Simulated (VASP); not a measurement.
LiCl:

```
Li Cl
1.0
     0.00000    2.56477    2.56477
     2.56477    0.00000    2.56477
     2.56477    2.56477    0.00000
Li Cl
1 1
Direct
  0.00000 0.00000 0.00000
  0.50000 0.50000 0.50000
```

```yaml
Program: VASP 6.6.1
Task: relaxation of cell and atoms
Functional: PBEsol
Potentials_or_basis: VASP PAW PBE potentials, release 64 (Li_sv, Cl)
Cutoff: 600 eV
k_mesh: 8 × 8 × 8
Occupations: gaussian, width 0.01 eV
Spin: no spin polarisation
```

At the start: pressure -1.3 GPa; volume 16.87 Å³/atom.

Where does the relaxation end?

Over 4 steps the energy falls by 2.8 meV/atom and the volume is 16.20 Å³/atom (-4.0 %); space group Fm-3m (No. 225, to 0.1 Å) before and after.

The path:
| step | energy change (eV) | largest force (eV/Å) | pressure (GPa) | volume (Å³) |
| --- | --- | --- | --- | --- |
| 1 | 0.0000 | 0.0000 | -1.30 | 33.74 |
| 2 | -0.0042 | 0.0000 | -0.69 | 33.08 |
| 3 | -0.0056 | 0.0000 | -0.07 | 32.47 |
| 4 | -0.0057 | 0.0000 | 0.00 | 32.40 |

Final structure:
```cif
data_structure
_symmetry_space_group_name_H-M 'P 1'
_symmetry_Int_Tables_number 1
_cell_length_a 3.5785
_cell_length_b 3.5785
_cell_length_c 3.5785
_cell_angle_alpha 60.000
_cell_angle_beta 60.000
_cell_angle_gamma 60.000
_cell_volume 32.40
loop_
_atom_site_label
_atom_site_type_symbol
_atom_site_fract_x
_atom_site_fract_y
_atom_site_fract_z
_atom_site_occupancy
Li1 Li 0.00000 0.00000 0.00000 1
Cl1 Cl 0.50000 0.50000 0.50000 1
```

Caveat: the cutoff is under 1.25 times the usual one of these potentials, so pressure, stress and relaxed cells hold a basis-set (Pulay) error; the PAW data sets were made with another functional, which shifts forces and pressure a little.
